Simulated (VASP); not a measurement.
# BaTiO3 (Pm-3m) in VASP: a series of runs, part 2 of 2

VASP 6.6.1. The steps go on from the part before.

**3. Electric field gradients, LDA (volume scaled by 0.98)**

File INCAR:

```
SYSTEM = BaTiO3
ALGO = Normal ; EDIFF = 1E-8
ENCUT = 520 ; ISIF = 2
ISMEAR = -1 ; LASPH = .TRUE.
LCHARG = .FALSE. ; LEFG = .TRUE.
LREAL = .FALSE. ; LWAVE = .FALSE.
NBANDS = 28 ; NELM = 80
PREC = Accurate ; SIGMA = 0.05
```

File KPOINTS:

```
k-points
0
G
  8 8 8
  0 0 0
```

File POSCAR:

```
BaTiO3
1.0
    3.9804045588      0.0000000000      0.0000000000
    0.0000000000      3.9804045588      0.0000000000
    0.0000000000      0.0000000000      3.9804045588
Ba Ti O
1 1 3
Direct
    0.5000000000      0.5000000000      0.5000000000
    0.0000000000      0.0000000000      0.0000000000
    0.5000000000      0.0000000000      0.0000000000
    0.0000000000      0.5000000000      0.0000000000
    0.0000000000      0.0000000000      0.5000000000
```

Potentials or basis: VASP PAW LDA potentials, release 64 (Ba_sv, Ti_sv, O).

Run with:

```
> cat potpaw_LDA.64/Ba_sv/POTCAR potpaw_LDA.64/Ti_sv/POTCAR potpaw_LDA.64/O/POTCAR > POTCAR
> mpirun -np 1 vasp_std > vasp.out
```

OUTCAR:

```text
SYSTEM = BaTiO3
   EDIFF = 1E-8
   ENCUT = 520
   ISIF = 2
   ISMEAR = -1
   LASPH = .TRUE.
   LREAL = .FALSE.
   NELM = 80
   PREC = Accurate

 ion  position               nearest neighbor table
   1  0.500  0.500  0.500-   3 2.81   4 2.81   5 2.81   3 2.81   4 2.81   3 2.81   5 2.81   3 2.81
                             4 2.81   5 2.81   4 2.81   5 2.81   2 3.45   2 3.45   2 3.45   2 3.45
   2  0.000  0.000  0.000-   3 1.99   4 1.99   5 1.99   5 1.99   4 1.99   3 1.99   1 3.45   1 3.45
                             1 3.45   1 3.45   1 3.45   1 3.45   1 3.45   1 3.45
   3  0.500  0.000  0.000-   2 1.99   2 1.99   1 2.81   1 2.81   1 2.81   1 2.81
   4  0.000  0.500  0.000-   2 1.99   2 1.99   1 2.81   1 2.81   1 2.81   1 2.81
   5  0.000  0.000  0.500-   2 1.99   2 1.99   1 2.81   1 2.81   1 2.81   1 2.81

  LATTYP: Found a simple cubic cell.
 ALAT       =     3.9804045588

  Lattice vectors:

 A1 = (   3.9804045588,   0.0000000000,   0.0000000000)
 A2 = (   0.0000000000,   3.9804045588,   0.0000000000)
 A3 = (   0.0000000000,   0.0000000000,   3.9804045588)

Analysis of symmetry for initial positions (statically):
=====================================================================
 Subroutine PRICEL returns:
 Original cell was already a primitive cell.

 Routine SETGRP: Setting up the symmetry group for a
 simple cubic supercell.

 Subroutine GETGRP returns: Found 48 space group operations
 (whereof 48 operations were pure point group operations)
 out of a pool of 48 trial point group operations.

The static configuration has the point symmetry O_h .

Analysis of symmetry for dynamics (positions and initial velocities):
=====================================================================
 Subroutine PRICEL returns:
 Original cell was already a primitive cell.

 Routine SETGRP: Setting up the symmetry group for a
 simple cubic supercell.

 Subroutine GETGRP returns: Found 48 space group operations
 (whereof 48 operations were pure point group operations)
 out of a pool of 48 trial point group operations.

The dynamic configuration has the point symmetry O_h .

 Subroutine INISYM returns: Found 48 space group operations
 (whereof 48 operations are pure point group operations),
 and found     1 'primitive' translations

----------------------------------------------------------------------------------------

                                     Primitive cell

  volume of cell :      63.0640

  direct lattice vectors                    reciprocal lattice vectors
     3.980404559  0.000000000  0.000000000     0.251230744  0.000000000  0.000000000
     0.000000000  3.980404559  0.000000000     0.000000000  0.251230744  0.000000000
     0.000000000  0.000000000  3.980404559     0.000000000  0.000000000  0.251230744

  length of vectors
     3.980404559  3.980404559  3.980404559     0.251230744  0.251230744  0.251230744

  position of ions in fractional coordinates (direct lattice)
     0.500000000  0.500000000  0.500000000
     0.000000000  0.000000000  0.000000000
     0.500000000  0.000000000  0.000000000
[... 96 lines left out ...]
   EFERMI =   0.00;   METHOD = LEGACY
   ISMEAR =    -1;   SIGMA  =   0.05  broadening in eV -4-tet -1-fermi 0-gaus
   EFERMI_NEDOS =   21; number of points for ismear=-14 and -15
   IALGO  =     38    algorithm
   IMIX   =      4    mixing-type and parameters
     AMIX     =   0.40;   BMIX     =  1.00
     AMIX_MAG =   1.60;   BMIX_MAG =  1.00
  volume/ion in A,a.u.               =      12.61        85.12
  Fermi-wavevector in a.u.,A,eV,Ry     =   1.406590  2.658070 26.919075  1.978496
  Thomas-Fermi vector in A             =   2.528935
   LORBIT       =      0    0 simple, 1 ext, 2 COOP (PROOUT), +10 PAW based schemes
   GGA     = CA    functional components
   LHFCALC =     F    Hartree Fock is set to
   AEXX    =    0.0000 exact exchange contribution
   IVDW    =     0    specifies the selected vdW correction
   LEPSILON=     F    determine dielectric tensor
   LRPA    =     F    only Hartree local field effects (RPA)
 non-spin polarized calculation
  energy-cutoff  :      520.00
  volume of cell :       63.06
 maximum number of plane-waves:      1743
 NGX is ok and might be reduce to    30
   NGX = 15   NGY = 15   NGZ = 15

 number of electron      39.9999977 magnetization

 Free energy of the ion-electron system (eV)
  ---------------------------------------------------
  ext. energy  EPLUGINS =         0.00000000
  ---------------------------------------------------
  free energy    TOTEN  =       -44.14028354 eV

  energy without entropy =      -44.14028353  energy(sigma->0) =      -44.14028353

 E-fermi :   4.5154     XC(G=0): -11.8226

 val. band max:        3.6546821716   @ k =   0.5000   0.5000   0.5000
 cond. band min:       5.3423861012   @ k =   0.0000   0.0000   0.0000
 fundamental gap:      1.6877039296
 Fermi energy:         4.5153763734

 k-point     1 :       0.0000    0.0000    0.0000
  band No.  band energies     occupation
      1     -52.1617      2.00000
      2     -28.7859      2.00000
      3     -28.7859      2.00000
      4     -28.7859      2.00000
      5     -20.9670      2.00000
      6     -12.9640      2.00000
[... 733 lines left out ...]
     27      11.8598      0.00000
     28      12.7346      0.00000

 [... further k-points ...]
[... 5 lines left out ...]
  --------------------------------------------------------------------------------------
  -------------------------------------------------------------------------------------
  Total       -1.6000528     -1.6000528     -1.6000528      0.0000000      0.0000000     -0.0000000
  in kB      -40.6502534    -40.6502534    -40.6502534      0.0000000      0.0000000     -0.0000000
  external PRESSURE =     -40.6502534 kB  Pullay stress =       0.0000000 kB

 VOLUME and BASIS-vectors are now :
 -----------------------------------------------------------------------------
  energy-cutoff  :      520.00
  volume of cell :       63.06
      direct lattice vectors                 reciprocal lattice vectors
     3.980404559  0.000000000  0.000000000     0.251230744  0.000000000  0.000000000
     0.000000000  3.980404559  0.000000000     0.000000000  0.251230744  0.000000000
     0.000000000  0.000000000  3.980404559     0.000000000  0.000000000  0.251230744

 POSITION                                       TOTAL-FORCE (eV/Angst)
 -----------------------------------------------------------------------------------
      1.99020      1.99020      1.99020         0.000000      0.000000      0.000000
      0.00000      0.00000      0.00000         0.000000      0.000000      0.000000
      1.99020      0.00000      0.00000         0.000000      0.000000      0.000000
      0.00000      1.99020      0.00000         0.000000      0.000000      0.000000
      0.00000      0.00000      1.99020         0.000000      0.000000      0.000000
 -----------------------------------------------------------------------------------
    total drift:                                0.000000     -0.000000      0.000000

  FREE ENERGIE OF THE ION-ELECTRON SYSTEM (eV)
  ---------------------------------------------------
  free  energy   TOTEN  =       -44.1402835354 eV

  energy  without entropy=      -44.1402835315  energy(sigma->0) =      -44.14028353

 Electric field gradients (V/A^2)
---------------------------------------------------------------------
 ion       V_xx      V_yy      V_zz      V_xy      V_xz      V_yz
---------------------------------------------------------------------
   1      -0.000    -0.000     0.000    -0.000     0.000    -0.000
   2       0.000     0.000     0.000    -0.000     0.000     0.000
   3      19.948    -9.974    -9.974    -0.000     0.000    -0.000
   4      -9.974    19.948    -9.974    -0.000    -0.000     0.000
   5      -9.974    -9.974    19.948    -0.000    -0.000     0.000
---------------------------------------------------------------------

 Electric field gradients after diagonalization (V/A^2)
 (convention: |V_zz| > |V_xx| > |V_yy|)
----------------------------------------------------------------------
 ion       V_xx      V_yy      V_zz     asymmetry (V_yy - V_xx)/ V_zz
----------------------------------------------------------------------
   1      -0.000    -0.000     0.000       0.291
   2       0.000     0.000     0.000      -0.066
   3      -9.974    -9.974    19.948       0.000
   4      -9.974    -9.974    19.948       0.000
   5      -9.974    -9.974    19.948       0.000
----------------------------------------------------------------------

           NMR quadrupolar parameters

 Cq : quadrupolar parameter    Cq=e*Q*V_zz/h
 eta: asymmetry parameters     (V_yy - V_xx)/ V_zz
 Q  : nuclear electric quadrupole moment in mb (millibarn)
----------------------------------------------------------------------
 ion       Cq(MHz)       eta       Q (mb)
----------------------------------------------------------------------
   1       0.000       0.291       1.000
   2       0.000      -0.066       1.000
   3       0.048       0.000       1.000
   4       0.048       0.000       1.000
   5       0.048       0.000       1.000
----------------------------------------------------------------------
```

OSZICAR:

```text
N       E                     dE             d eps       ncg     rms          rms(c)
DAV:   1     0.417692286145E+03    0.41769E+03   -0.20393E+04  1960   0.152E+03
DAV:   2    -0.154589879868E+02   -0.43315E+03   -0.41379E+03  2288   0.417E+02
DAV:   3    -0.528768314750E+02   -0.37418E+02   -0.37113E+02  2316   0.128E+02
DAV:   4    -0.547558813916E+02   -0.18790E+01   -0.18759E+01  3076   0.249E+01
DAV:   5    -0.547917720476E+02   -0.35891E-01   -0.35878E-01  2472   0.323E+00    0.228E+01
DAV:   6    -0.445292079460E+02    0.10263E+02   -0.56296E+01  2704   0.660E+01    0.101E+01
DAV:   7    -0.443482901081E+02    0.18092E+00   -0.99763E+00  2568   0.230E+01    0.672E+00
DAV:   8    -0.441463109620E+02    0.20198E+00   -0.82285E-01  2396   0.815E+00    0.297E+00
DAV:   9    -0.441673738408E+02   -0.21063E-01   -0.24840E-01  2676   0.350E+00    0.143E+00
DAV:  10    -0.441425889807E+02    0.24785E-01   -0.15730E-01  2164   0.427E+00    0.401E-01
DAV:  11    -0.441403394793E+02    0.22495E-02   -0.11894E-02  2452   0.961E-01    0.818E-02
DAV:  12    -0.441406009611E+02   -0.26148E-03   -0.15556E-03  2864   0.317E-01    0.159E-01
DAV:  13    -0.441402812908E+02    0.31967E-03   -0.97175E-04  2636   0.304E-01    0.844E-03
DAV:  14    -0.441402860473E+02   -0.47565E-05   -0.38957E-05  2388   0.548E-02    0.143E-02
DAV:  15    -0.441402836414E+02    0.24059E-05   -0.65685E-06  2424   0.259E-02    0.382E-03
DAV:  16    -0.441402835381E+02    0.10338E-06   -0.72820E-07  2748   0.646E-03    0.609E-04
DAV:  17    -0.441402835354E+02    0.26257E-08   -0.47650E-08  2340   0.155E-03
   1 F= -.44140284E+02 E0= -.44140284E+02  d E =-.393110E-08
```

Run time: 86 s. Hardware: 1 thread of Intel Xeon Platinum 8488C (Sapphire Rapids), shared host; peak memory 0.19 GiB.

What came out:

```yaml
Free_energy: -44.1403 eV
Pressure: -4.1 GPa
Band_gap_on_the_k_mesh: 1.69 eV, indirect (least direct gap 1.81 eV)
```

Electric field gradients, principal values (V/Å²):
| atom | least | middle | greatest (by size) |
| --- | --- | --- | --- |
| 1 Ba | 0.000 | 0.000 | 0.000 |
| 2 Ti | 0.000 | 0.000 | 0.000 |
| 3 O | -9.974 | -9.974 | 19.948 |
| 4 O | -9.974 | -9.974 | 19.948 |
| 5 O | -9.974 | -9.974 | 19.948 |

Caveat: without QUAD_EFG the Cq values of the log hold for a quadrupole moment of 1 mb, not for the nuclei; spin-orbit coupling is left out, which moves the levels of the heavy elements.
